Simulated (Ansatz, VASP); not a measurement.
**MgS in VASP and in Ansatz**

```
Mg S
1.0
     0.00000    2.83312    2.83312
     2.83312    0.00000    2.83312
     2.83312    2.83312    0.00000
Mg S
1 1
Direct
  0.00000 0.00000 0.00000
  0.75000 0.75000 0.75000
```

Alike in both runs: task single point; functional PBE; k mesh 6 × 6 × 6; occupations gaussian, width 0.1 eV; no spin polarisation.

```csv
,VASP,Ansatz
version,VASP 6.6.1,Ansatz 0.2.0
potentials or method,"VASP PAW PBE potentials, release 64 (Mg, S), cutoff 600 eV","scalar-relativistic, plane waves, PAW"
valence electrons in the cell,8,16
```

|  | VASP | Ansatz | Ansatz less VASP |
| --- | --- | --- | --- |
| gap on the k mesh at the Fermi level (eV) | 3.45 | 3.45 | +0.008 |
| least direct gap on the mesh (eV) | 3.45 | 3.45 | +0.008 |
| pressure (GPa) | 0.8 | 0.9 | +0.13 |

VASP's potentials hold 8 valence electrons a cell and Ansatz's 16, so a difference there can come from the potentials and not from the codes.
